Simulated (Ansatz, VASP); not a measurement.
# One calculation of Ru, two programs

```
Ru
1.0
     2.72356    0.00000    0.00000
    -1.36178    2.35867    0.00000
     0.00000    0.00000    4.28908
Ru
2
Direct
  0.33333 0.66667 0.25000
  0.66667 0.33333 0.75000
```

Alike in both runs: task single point; functional PBE; k mesh 13 × 13 × 7; occupations fermi-dirac, width 0.6 eV; no spin polarisation.

|  | VASP | Ansatz |
| --- | --- | --- |
| version | VASP 6.6.1 | Ansatz 0.2.0 |
| potentials or method | VASP PAW PBE potentials, release 64 (Ru_pv), cutoff 520 eV | plane waves (420 eV) with PAW, scalar-relativistic |
| valence electrons in the cell | 28 | 32 |

|  | VASP | Ansatz | Ansatz less VASP |
| --- | --- | --- | --- |
| pressure (GPa) | 11.7 | 11.8 | +0.07 |
| traceless stress, the component that is largest in VASP (GPa) | 2.82 | 2.82 | -0.003 |

VASP's potentials hold 28 valence electrons a cell and Ansatz's 32, so a difference there can come from the potentials and not from the codes.
